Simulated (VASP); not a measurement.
# Be (I4/mmm) in VASP: notebook

Runs on Be. Level: PBEsol. Tasks: electric field gradients.

Program: VASP 6.6.1. These are calculated values, not measurements. Logs are shortened: lines on timing, memory, paths and dates and some standing lists are left out, and cuts for length are marked.

## 1. The cell of the first run

The structure is tetragonal, space group I4/mmm (No. 139). Conventional cell: a = 2.431 Å, b = 2.431 Å, c = 2.506 Å, α = 90.00°, β = 90.00°, γ = 90.00°. Within 2.8 Å of Be (site symmetry 4/mmm) lie 14 Be at 2.13 to 2.51 Å.

## 2. Electric field gradients, PBEsol (equal xx and yy strain of -3 %)

INCAR

```
SYSTEM = Be
PREC     = Accurate       ! precision mode
ENCUT    = 520            ! plane-wave cutoff, eV
EDIFF    = 1E-8           ! SCF threshold, eV
ISMEAR   = -1             ! smearing method
SIGMA    = 0.03           ! smearing width, eV
LREAL    = .FALSE.        ! projectors in reciprocal space
LASPH    = .TRUE.         ! aspherical terms in the spheres
NELM     = 80             ! most SCF steps
ALGO     = Normal         ! electronic algorithm
ISIF     = 2              ! what is computed and relaxed
LWAVE    = .FALSE.        ! write WAVECAR
LCHARG   = .FALSE.        ! write CHGCAR
GGA      = PS             ! functional
LEFG     = .TRUE.       
NBANDS   = 7              ! bands
```

KPOINTS

```
regular mesh
0
G
  23 23 23
  0 0 0
```

POSCAR

```
Be
1.0
   -1.2155273228      1.2155273228      1.2531209513
    1.2155273228     -1.2155273228      1.2531209513
    1.2155273228      1.2155273228     -1.2531209513
Be
1
Direct
    0.0000000000      0.0000000000      0.0000000000
```

Potentials or basis: VASP PAW PBE potentials, release 64 (Be).

Command:

```bash
> cat potpaw_PBE.64/Be/POTCAR > POTCAR
> mpirun -np 1 vasp_std > vasp.out
```

OUTCAR:

```text
SYSTEM = Be
   PREC = Accurate
   ENCUT = 520
   EDIFF = 1E-8
   ISMEAR = -1
   LREAL = .FALSE.
   LASPH = .TRUE.
   NELM = 80
   ISIF = 2
   GGA = PS

 ion  position               nearest neighbor table
   1  0.000  0.000  0.000-

  LATTYP: Found a body centered tetragonal cell.
 ALAT       =     2.4310546456
 C/A-ratio  =     1.0309278350

  Lattice vectors:

 A1 = (  -1.2155273228,   1.2155273228,   1.2531209513)
 A2 = (   1.2155273228,  -1.2155273228,   1.2531209513)
 A3 = (   1.2155273228,   1.2155273228,  -1.2531209513)

Analysis of symmetry for initial positions (statically):
=====================================================================
 Subroutine PRICEL returns:
 Original cell was already a primitive cell.

 Routine SETGRP: Setting up the symmetry group for a
 body centered tetragonal supercell.

 Subroutine GETGRP returns: Found 16 space group operations
 (whereof 16 operations were pure point group operations)
 out of a pool of 16 trial point group operations.

The static configuration has the point symmetry D_4h.

Analysis of symmetry for dynamics (positions and initial velocities):
=====================================================================
 Subroutine PRICEL returns:
 Original cell was already a primitive cell.

 Routine SETGRP: Setting up the symmetry group for a
 body centered tetragonal supercell.

 Subroutine GETGRP returns: Found 16 space group operations
 (whereof 16 operations were pure point group operations)
 out of a pool of 16 trial point group operations.

The dynamic configuration has the point symmetry D_4h.

 Subroutine INISYM returns: Found 16 space group operations
 (whereof 16 operations are pure point group operations),
 and found     1 'primitive' translations

----------------------------------------------------------------------------------------

                                     Primitive cell

  volume of cell :       7.4060

  direct lattice vectors                    reciprocal lattice vectors
    -1.215527323  1.215527323  1.253120951     0.000000000  0.411344106  0.399003783
     1.215527323 -1.215527323  1.253120951     0.411344106  0.000000000  0.399003783
     1.215527323  1.215527323 -1.253120951     0.411344106  0.411344106  0.000000000

  length of vectors
     2.127281238  2.127281238  2.127281238     0.573068925  0.573068925  0.581728414

  position of ions in fractional coordinates (direct lattice)
     0.000000000  0.000000000  0.000000000

  ion indices of the primitive-cell ions
   primitive index   ion index
                 1           1

----------------------------------------------------------------------------------------

 KPOINTS: regular mesh

Automatic generation of k-mesh.
 Grid dimensions read from file:
 generate k-points for:   23   23   23

 Generating k-lattice:

  Cartesian coordinates                     Fractional coordinates (reciprocal lattice)
     0.000000000  0.017884526  0.017347991     0.043478261  0.000000000 -0.000000000
     0.017884526  0.000000000  0.017347991     0.000000000  0.043478261 -0.000000000
     0.017884526  0.017884526  0.000000000     0.000000000  0.000000000  0.043478261

  Length of vectors
     0.024916040  0.024916040  0.025292540

  Shift w.r.t. Gamma in fractional coordinates (k-lattice)
     0.000000000  0.000000000  0.000000000

 Subroutine IBZKPT returns following result:
 ===========================================

 Found    936 irreducible k-points:

 Following reciprocal coordinates:
            Coordinates               Weight
  0.000000  0.000000  0.000000      1.000000
  0.043478  0.000000 -0.000000      8.000000
  0.086957  0.000000 -0.000000      8.000000
  0.130435  0.000000 -0.000000      8.000000
  0.173913  0.000000  0.000000      8.000000
  0.217391  0.000000 -0.000000      8.000000
[... 16 lines left out ...]
  0.478261  0.043478 -0.000000     16.000000
 -0.478261  0.043478  0.000000     16.000000
 [... further k-points ...]
   k-points           NKPTS =    936   k-points in BZ     NKDIM =    936   number of bands    NBANDS=      7
   number of dos      NEDOS =    301   number of ions     NIONS =      1
   total plane-waves  NPLWV =   4096
   dimension x,y,z NGX =    16 NGY =   16 NGZ =   16
   dimension x,y,z NGXF=    32 NGYF=   32 NGZF=   32
   ions per type =               1
   NGX,Y,Z   is equivalent  to a cutoff of  12.50, 12.50, 12.50 a.u.
   NGXF,Y,Z  is equivalent  to a cutoff of  25.01, 25.01, 25.01 a.u.
 SYSTEM =  Be
   PREC   = accura    normal or accurate (medium, high low for compatibility)
   ISTART =      0    job   : 0-new  1-cont  2-samecut
   ICHARG =      2    charge: 1-file 2-atom 10-const
   ISPIN  =      1    spin polarized calculation?
   LNONCOLLINEAR =      F non collinear calculations
   LSORBIT =      F    spin-orbit coupling
   LASPH  =      T    aspherical Exc in radial PAW
   ENCUT  =  520.0 eV  38.22 Ry    6.18 a.u.   3.96  3.96  3.96*2*pi/ulx,y,z
   NELM   =     80;   NELMIN=  2; NELMDL= -5     # of ELM steps
   EDIFF  = 0.1E-07   stopping-criterion for ELM
   LREAL  =      F    real-space projection
   EDIFFG = 0.1E-06   stopping-criterion for IOM
   NSW    =      0    number of steps for IOM
   IBRION =     -1    ionic relax: 0-MD 1-quasi-New 2-CG
   NFREE  =      0    steps in history (QN), initial steepest desc. (CG)
   ISIF   =      2    stress and relaxation
   ISYM   =      2    0-nonsym 1-usesym 2-fastsym
   POTIM  = 0.5000    time-step for ionic-motion
   TEBEG  =    0.0;   TEEND  =   0.0 temperature during run
   PSTRESS=    0.0 pullay stress
   NELECT =       2.0000    total number of electrons
   NUPDOWN=      -1.0000    fix difference up-down
   EMIN   =  10.00;   EMAX   =-10.00  energy-range for DOS
   EFERMI =   0.00;   METHOD = LEGACY
   ISMEAR =    -1;   SIGMA  =   0.03  broadening in eV -4-tet -1-fermi 0-gaus
   EFERMI_NEDOS =   21; number of points for ismear=-14 and -15
   IALGO  =     38    algorithm
   IMIX   =      4    mixing-type and parameters
     AMIX     =   0.40;   BMIX     =  1.00
     AMIX_MAG =   1.60;   BMIX_MAG =  1.00
  volume/ion in A,a.u.               =       7.41        49.98
  Fermi-wavevector in a.u.,A,eV,Ry     =   1.058175  1.999660 15.234900  1.119734
  Thomas-Fermi vector in A             =   2.193474
   LORBIT       =      0    0 simple, 1 ext, 2 COOP (PROOUT), +10 PAW based schemes
   GGA     = PS    functional components
   LHFCALC =     F    Hartree Fock is set to
   AEXX    =    0.0000 exact exchange contribution
   IVDW    =     0    specifies the selected vdW correction
   LEPSILON=     F    determine dielectric tensor
   LRPA    =     F    only Hartree local field effects (RPA)
 non-spin polarized calculation
  energy-cutoff  :      520.00
  volume of cell :        7.41
 maximum number of plane-waves:       214
   NGX =  7   NGY =  7   NGZ =  7

 number of electron       2.0000000 magnetization

 Free energy of the ion-electron system (eV)
  ---------------------------------------------------
  ext. energy  EPLUGINS =         0.00000000
  ---------------------------------------------------
  free energy    TOTEN  =        -3.89290258 eV

  energy without entropy =       -3.89259996  energy(sigma->0) =       -3.89275127

 E-fermi :   8.4484     XC(G=0): -10.8297

 val. band max:        8.4284491762   @ k =  -0.3478   0.4783   0.3478
 cond. band min:       8.4589246212   @ k =   0.3478   0.3043   0.0870
 fundamental gap:      0.0304754451
 Fermi energy:         8.4484064902

 k-point     1 :       0.0000    0.0000    0.0000
  band No.  band energies     occupation
      1      -4.1417      2.00000
      2      28.6228      0.00000
      3      28.8501      0.00000
      4      28.8501      0.00000
      5      39.9403      0.00000
      6      39.9403      0.00000
      7      41.3384      0.00000

 k-point     2 :       0.0435    0.0000   -0.0000
  band No.  band energies     occupation
      1      -4.0748      2.00000
      2      28.3282      0.00000
      3      28.5677      0.00000
      4      28.6948      0.00000
      5      39.1396      0.00000
      6      39.5433      0.00000
      7      41.2493      0.00000
[... 201 lines left out ...]
 k-point    23 :       0.4783    0.0435   -0.0000
  band No.  band energies     occupation
      1       2.9575      2.00000
      2       8.9086      0.00000
      3      21.3329      0.00000
      4      24.3259      0.00000
      5      30.8505      0.00000
      6      36.2639      0.00000
      7      45.4820      0.00000

 k-point    24 :      -0.4783    0.0435    0.0000
  band No.  band energies     occupation
      1       2.5763      2.00000
      2       9.4471      0.00000
      3      21.4287      0.00000
      4      24.3853      0.00000
      5      30.9224      0.00000
      6      36.1461      0.00000
      7      44.9257      0.00000

 [... further k-points ...]

------------------------ aborting loop because EDIFF is reached ----------------------------------------

  FORCE on cell =-STRESS in cart. coord.  units (eV):
  Direction    XX          YY          ZZ          XY          YZ          ZX
  --------------------------------------------------------------------------------------
  -------------------------------------------------------------------------------------
  Total        0.3103148      0.3103148      0.2807610      0.0000000     -0.0000000      0.0000000
  in kB       67.1321659     67.1321659     60.7386192      0.0000000     -0.0000000      0.0000000
  external PRESSURE =      65.0009837 kB  Pullay stress =       0.0000000 kB

 VOLUME and BASIS-vectors are now :
 -----------------------------------------------------------------------------
  energy-cutoff  :      520.00
  volume of cell :        7.41
      direct lattice vectors                 reciprocal lattice vectors
    -1.215527323  1.215527323  1.253120951     0.000000000  0.411344106  0.399003783
     1.215527323 -1.215527323  1.253120951     0.411344106  0.000000000  0.399003783
     1.215527323  1.215527323 -1.253120951     0.411344106  0.411344106  0.000000000

 POSITION                                       TOTAL-FORCE (eV/Angst)
 -----------------------------------------------------------------------------------
      0.00000      0.00000      0.00000         0.000000     -0.000000      0.000000
 -----------------------------------------------------------------------------------
    total drift:                                0.000000      0.000000     -0.000000

  FREE ENERGIE OF THE ION-ELECTRON SYSTEM (eV)
  ---------------------------------------------------
  free  energy   TOTEN  =        -3.8929025755 eV

  energy  without entropy=       -3.8925999563  energy(sigma->0) =       -3.89275127

 Electric field gradients (V/A^2)
---------------------------------------------------------------------
 ion       V_xx      V_yy      V_zz      V_xy      V_xz      V_yz
---------------------------------------------------------------------
   1      -0.138    -0.138     0.276    -0.000    -0.000    -0.000
---------------------------------------------------------------------

 Electric field gradients after diagonalization (V/A^2)
 (convention: |V_zz| > |V_xx| > |V_yy|)
----------------------------------------------------------------------
 ion       V_xx      V_yy      V_zz     asymmetry (V_yy - V_xx)/ V_zz
----------------------------------------------------------------------
   1      -0.138    -0.138     0.276       0.000
----------------------------------------------------------------------

           NMR quadrupolar parameters

 Cq : quadrupolar parameter    Cq=e*Q*V_zz/h
 eta: asymmetry parameters     (V_yy - V_xx)/ V_zz
 Q  : nuclear electric quadrupole moment in mb (millibarn)
----------------------------------------------------------------------
 ion       Cq(MHz)       eta       Q (mb)
----------------------------------------------------------------------
   1       0.001       0.000       1.000
----------------------------------------------------------------------
```

Wall time 19 s (1 thread of Intel Xeon Platinum 8488C (Sapphire Rapids), shared host); peak memory 0.15 GiB.

Results:

* Free energy: -3.8929 eV
* Pressure: 6.5 GPa
* Band gap on the k mesh: zero (bands 1 and 2 overlap by 4.65 eV)
* Largest electric field gradient by atom: Be +0.28 V/Å²

Caveat: the cell differs from its parent crystal (equal xx and yy strain of -3 %); the cell stands under pressure; without QUAD_EFG the Cq values of the log hold for a quadrupole moment of 1 mb, not for the nuclei; the PAW data sets were made with another functional, which shifts forces and pressure a little.

[end of part 1 of 2]
